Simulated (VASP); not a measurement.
A run of VASP 6.6.1 is set up as follows.

File INCAR:

```
SYSTEM = Mn
ALGO = Normal
EDIFF = 1E-6
EDIFFG = -0.005
ENCUT = 600
GGA = PE
IBRION = 2
ISIF = 3
ISMEAR = -1
ISPIN = 2
LASPH = .TRUE.
LCHARG = .FALSE.
LMAXMIX = 4
LORBIT = 11
LREAL = .FALSE.
LWAVE = .FALSE.
MAGMOM = 4
NELM = 150
NSW = 100
PREC = Accurate
SIGMA = 0.05
```

KPOINTS

```
k-points
0
G
  14 14 14
  0 0 0
```

The input POSCAR:

```
Mn
1.0
    2.3879342040      0.0000000000      0.0000000000
    0.0000000000      2.3879342040      0.0000000000
    0.0000000000      0.0000000000      2.3879342040
Mn
1
Direct
    0.0000000000      0.0000000000      0.0000000000
```

Potentials or basis: VASP PAW PBE potentials, release 64 (Mn_pv).

The run is started by

```sh
$ cat potpaw_PBE.64/Mn_pv/POTCAR > POTCAR
$ mpirun -np 1 vasp_std > vasp.out
```

**Question.** Predict the net moment.

**Answer.** 0.47 μB per cell.

**Question.** What does it give for the site moments?

**Answer.** Mn +0.47 μB.

**Question.** Estimate the relaxed cell.

**Answer.** a = 2.288 Å, b = 2.288 Å, c = 2.288 Å, α = 90.00°, β = 90.00°, γ = 90.00°.

Step by step:
```csv
step,energy change (eV),largest force (eV/Å),pressure (GPa),volume (Å³)
1,0.0000,0.0000,-12.46,13.62
2,-0.0978,0.0000,6.21,11.63
3,-0.1040,0.0000,1.34,11.90
4,-0.1041,0.0000,-1.02,12.04
5,-0.1043,0.0000,0.02,11.98
```

Caveat: the moment fell far below its start of 4 μB, so a state of higher moment may lie lower in energy.
